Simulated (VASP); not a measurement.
# Ru (P6_3/mmc) in VASP: notebook, part 2 of 2

VASP 6.6.1. Earlier steps stand in the parts before.

**4. Single point, BLYP (volume scaled by 1.04)**

File INCAR:

```
SYSTEM = Ru
AGGAC    = 1.0          
AGGAX    = 1.0          
ALDAC    = 0.0          
ALDAX    = 1.0          
ALGO     = Normal         ! electronic algorithm
EDIFF    = 1E-6           ! SCF threshold, eV
ENCUT    = 520            ! plane-wave cutoff, eV
GGA      = B5             ! functional
ISIF     = 2              ! what is computed and relaxed
ISMEAR   = -1             ! smearing method
LASPH    = .True.         ! aspherical terms in the spheres
LCHARG   = .True.         ! write CHGCAR
LELF     = .True.         ! ELF
LREAL    = .False.        ! projectors in reciprocal space
LVHAR    = .True.       
LWAVE    = .False.        ! write WAVECAR
NBANDS   = 21             ! bands
NELM     = 100            ! most SCF steps
PREC     = Accurate       ! precision mode
SIGMA    = 0.1            ! smearing width, eV
```

File KPOINTS:

```
k-points
0
Gamma
  21 21 12
  0 0 0
```

File POSCAR:

```
Ru
1.0
    2.8047610319      0.0000000000      0.0000000000
   -1.4023805159      2.4289943052      0.0000000000
    0.0000000000      0.0000000000      4.4054951636
Ru
2
Direct
    0.3333333333      0.6666666667      0.2500000000
    0.6666666667      0.3333333333      0.7500000000
```

Potentials or basis: VASP PAW PBE potentials, release 64 (Ru_pv).

Command:

```bash
> cat potpaw_PBE.64/Ru_pv/POTCAR > POTCAR
> mpirun -np 1 vasp_std > vasp.out
```

OUTCAR:

```text
SYSTEM = Ru
   EDIFF = 1E-6
   ENCUT = 520
   GGA = B5
   ISIF = 2
   ISMEAR = -1
   LASPH = .True.
   LREAL = .False.
   NELM = 100
   PREC = Accurate

 ion  position               nearest neighbor table
   1  0.333  0.667  0.250-   2 2.73   2 2.73   2 2.73   2 2.73   2 2.73   2 2.73
   2  0.667  0.333  0.750-   1 2.73   1 2.73   1 2.73   1 2.73   1 2.73   1 2.73

  LATTYP: Found a hexagonal cell.
 ALAT       =     2.8047610319
 C/A-ratio  =     1.5707203264

  Lattice vectors:

 A1 = (   2.8047610319,   0.0000000000,   0.0000000000)
 A2 = (  -1.4023805159,   2.4289943052,   0.0000000000)
 A3 = (   0.0000000000,   0.0000000000,   4.4054951636)

Analysis of symmetry for initial positions (statically):
=====================================================================
 Subroutine PRICEL returns:
 Original cell was already a primitive cell.

 Routine SETGRP: Setting up the symmetry group for a
 hexagonal supercell.

 Subroutine GETGRP returns: Found 24 space group operations
 (whereof 12 operations were pure point group operations)
 out of a pool of 24 trial point group operations.

The static configuration has the point symmetry D_3d.
 The point group associated with its full space group is D_6h.

Analysis of symmetry for dynamics (positions and initial velocities):
=====================================================================
 Subroutine PRICEL returns:
 Original cell was already a primitive cell.

 Routine SETGRP: Setting up the symmetry group for a
 hexagonal supercell.

 Subroutine GETGRP returns: Found 24 space group operations
 (whereof 12 operations were pure point group operations)
 out of a pool of 24 trial point group operations.

The dynamic configuration has the point symmetry D_3d.
 The point group associated with its full space group is D_6h.

 Subroutine INISYM returns: Found 24 space group operations
 (whereof 12 operations are pure point group operations),
 and found     1 'primitive' translations

[... 108 lines left out ...]
   EFERMI =   0.00;   METHOD = LEGACY
   ISMEAR =    -1;   SIGMA  =   0.10  broadening in eV -4-tet -1-fermi 0-gaus
   EFERMI_NEDOS =   21; number of points for ismear=-14 and -15
   IALGO  =     38    algorithm
   IMIX   =      4    mixing-type and parameters
     AMIX     =   0.40;   BMIX     =  1.00
     AMIX_MAG =   1.60;   BMIX_MAG =  1.00
  volume/ion in A,a.u.               =      15.01       101.27
  Fermi-wavevector in a.u.,A,eV,Ry     =   1.599638  3.022878 34.815171  2.558843
  Thomas-Fermi vector in A             =   2.696900
   LORBIT       =      0    0 simple, 1 ext, 2 COOP (PROOUT), +10 PAW based schemes
   GGA     = B5    functional components
   LHFCALC =     F    Hartree Fock is set to
   AEXX    =    0.0000 exact exchange contribution
   IVDW    =     0    specifies the selected vdW correction
   LEPSILON=     F    determine dielectric tensor
   LRPA    =     F    only Hartree local field effects (RPA)
 non-spin polarized calculation
  energy-cutoff  :      520.00
  volume of cell :       30.01
 maximum number of plane-waves:       821
 NGX is ok and might be reduce to    24
   NGX = 11   NGY = 11   NGZ = 17

 number of electron      27.9999998 magnetization

 Free energy of the ion-electron system (eV)
  ---------------------------------------------------
  ext. energy  EPLUGINS =         0.00000000
  ---------------------------------------------------
  free energy    TOTEN  =       -15.84962897 eV

  energy without entropy =      -15.78433358  energy(sigma->0) =      -15.81698127

 E-fermi :  11.6327     XC(G=0): -12.8496

 val. band max:       11.6294030926   @ k =   0.3810   0.0476   0.2500
 cond. band min:      11.6334494734   @ k =   0.2857   0.1429   0.0000
 fundamental gap:      0.0040463808
 Fermi energy:        11.6327135172

 k-point     1 :       0.0000    0.0000    0.0000
  band No.  band energies     occupation
      1     -31.5459      2.00000
      2     -30.8681      2.00000
      3     -30.8681      2.00000
      4     -30.7371      2.00000
      5     -30.7371      2.00000
      6     -30.7045      2.00000
[... 565 lines left out ...]
     20      21.8648      0.00000
     21      21.8742      0.00000

 [... further k-points ...]

------------------------ aborting loop because EDIFF is reached ----------------------------------------

  FORCE on cell =-STRESS in cart. coord.  units (eV):
  Direction    XX          YY          ZZ          XY          YZ          ZX
  --------------------------------------------------------------------------------------
  -------------------------------------------------------------------------------------
  Total       -1.6735878     -1.6735878     -1.6977594     -0.0000000      0.0000000     -0.0000000
  in kB      -89.3391853    -89.3391853    -90.6295113     -0.0000000      0.0000000     -0.0000000
  external PRESSURE =     -89.7692939 kB  Pullay stress =       0.0000000 kB

 VOLUME and BASIS-vectors are now :
 -----------------------------------------------------------------------------
  energy-cutoff  :      520.00
  volume of cell :       30.01
      direct lattice vectors                 reciprocal lattice vectors
     2.804761032  0.000000000  0.000000000     0.356536614  0.205846510  0.000000000
    -1.402380516  2.428994305  0.000000000     0.000000000  0.411693020  0.000000000
     0.000000000  0.000000000  4.405495164     0.000000000  0.000000000  0.226989240

 POSITION                                       TOTAL-FORCE (eV/Angst)
 -----------------------------------------------------------------------------------
     -0.00000      1.61933      1.10137        -0.000000      0.000000      0.000000
      1.40238      0.80966      3.30412         0.000000     -0.000000      0.000000
 -----------------------------------------------------------------------------------
    total drift:                               -0.000000      0.000000     -0.000000

  FREE ENERGIE OF THE ION-ELECTRON SYSTEM (eV)
  ---------------------------------------------------
  free  energy   TOTEN  =       -15.8496289671 eV

  energy  without entropy=      -15.7843335762  energy(sigma->0) =      -15.81698127
```

OSZICAR:

```text
N       E                     dE             d eps       ncg     rms          rms(c)
DAV:   1     0.288040288184E+03    0.28804E+03   -0.17598E+04 14152   0.146E+03
DAV:   2    -0.112882771860E+02   -0.29933E+03   -0.29051E+03 14530   0.439E+02
DAV:   3    -0.170520059780E+02   -0.57637E+01   -0.57252E+01 16502   0.679E+01
DAV:   4    -0.170965138574E+02   -0.44508E-01   -0.44457E-01 18215   0.566E+00
DAV:   5    -0.170970622652E+02   -0.54841E-03   -0.54526E-03 16075   0.551E-01    0.135E+01
DAV:   6    -0.158903691321E+02    0.12067E+01   -0.30423E+00 16342   0.165E+01    0.298E+00
DAV:   7    -0.158556463374E+02    0.34723E-01   -0.37948E-01 16139   0.382E+00    0.805E-01
DAV:   8    -0.158499251858E+02    0.57212E-02   -0.13803E-02 15546   0.112E+00    0.324E-01
DAV:   9    -0.158496118353E+02    0.31335E-03   -0.74789E-04 16266   0.278E-01    0.256E-02
DAV:  10    -0.158496305668E+02   -0.18732E-04   -0.66570E-05 16029   0.794E-02    0.169E-02
DAV:  11    -0.158496287773E+02    0.17896E-05   -0.94531E-06 15847   0.262E-02    0.102E-03
DAV:  12    -0.158496289671E+02   -0.18980E-06   -0.96958E-08  9341   0.262E-03
   1 F= -.15849629E+02 E0= -.15816981E+02  d E =-.652954E-01
```

stdout:

```text
POSCAR found type information on POSCAR Ru
 POSCAR found :  1 types and       2 ions
 scaLAPACK will be used
 -----------------------------------------------------------------------------
|                                                                             |
|                                                                             |
|     You enforced a specific xc type in the INCAR file but a different       |
|     I HOPE YOU KNOW WHAT YOU ARE DOING!                                     |
|                                                                             |
 -----------------------------------------------------------------------------

 LDA part: xc-table for (Slater(with rela. corr.)+VWN5), standard interpolation
 POSCAR, INCAR and KPOINTS ok, starting setup
 FFT: planning ... GRIDC
 FFT: planning ... GRID_SOFT
 FFT: planning ... GRID
 WAVECAR not read
 entering main loop
```

Wall time 86 s (1 thread of Intel Xeon 6975P-C (Granite Rapids), shared host); peak memory 0.28 GiB.

What came out:

```yaml
Free_energy: -15.8496 eV
Pressure: -9.0 GPa
Band_gap_on_the_k_mesh: zero (band 14 reaches 12.90 eV, above the bottom of band 15 at 10.19 eV)
```

Caveat: the PAW data sets were made with another functional, which shifts forces and pressure a little.

**5. Overview**

```tsv
cell	gap on the mesh (eV)	pressure (GPa)
a = 2.731, b = 2.731, c = 4.290 Å, angles 90.0, 90.0, 120.0°, 2 atoms	none	12.9
a = 2.768, b = 2.768, c = 4.348 Å, angles 90.0, 90.0, 120.0°, 2 atoms	none	0.7
a = 2.805, b = 2.805, c = 4.405 Å, angles 90.0, 90.0, 120.0°, 2 atoms	none	-9.0
```

Alike in all rows: task single point; level BLYP; potentials or basis VASP PAW PBE potentials, release 64 (Ru_pv); no spin polarisation; k mesh 21 × 21 × 12; cutoff (eV) 520; smearing fermi-dirac 0.1 eV.

Caveats: the PAW data sets were made with another functional, which shifts forces and pressure a little.

Total energies depend on the potentials used, so only differences within one code and one set of settings carry meaning.
